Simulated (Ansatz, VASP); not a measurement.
# Pt: VASP beside Ansatz

```
Pt
1.0
     0.00000    1.94683    1.84462
     1.78622    0.00000    1.84462
     1.78622    1.94683    0.00000
Pt
1
Direct
  0.00000 0.00000 0.00000
```

Change from the starting cell: normal strain along x -0.0825, normal strain along z -0.0525.

Alike in both runs: task single point; functional LDA; k mesh 20 × 20 × 20; occupations gaussian, width 0.15 eV; no spin polarisation.

|  | VASP | Ansatz |
| --- | --- | --- |
| version | VASP 6.6.1 | Ansatz 0.2.0 |
| potentials or method | VASP PAW LDA potentials, release 64 (Pt), cutoff 520 eV | scalar-relativistic, plane waves, PAW |
| valence electrons in the cell | 10 | 18 |

VASP gave:

```
gap on the k mesh at the Fermi level (eV)                     : none
pressure (GPa)                                                : 64.7
traceless stress, the component that is largest in VASP (GPa) : -10.55
```

Question: Estimate Ansatz's values.

Answer: gap on the k mesh at the Fermi level (eV): none; pressure (GPa): 63.3; traceless stress, the component that is largest in VASP (GPa): -10.51.

LDA's correlation is that of Perdew and Zunger in VASP and of Perdew and Wang (1992) in Ansatz. A gap of «none» marks a metal or a gap that the smearing closes. Both programs put the cell under a high pressure, so it lies far from rest at this level. VASP's potentials hold 10 valence electrons a cell and Ansatz's 18, so a difference there can come from the potentials and not from the codes.

Neither program's run includes spin-orbit coupling. Noted on VASP's run: the cell as given lies far from equilibrium.
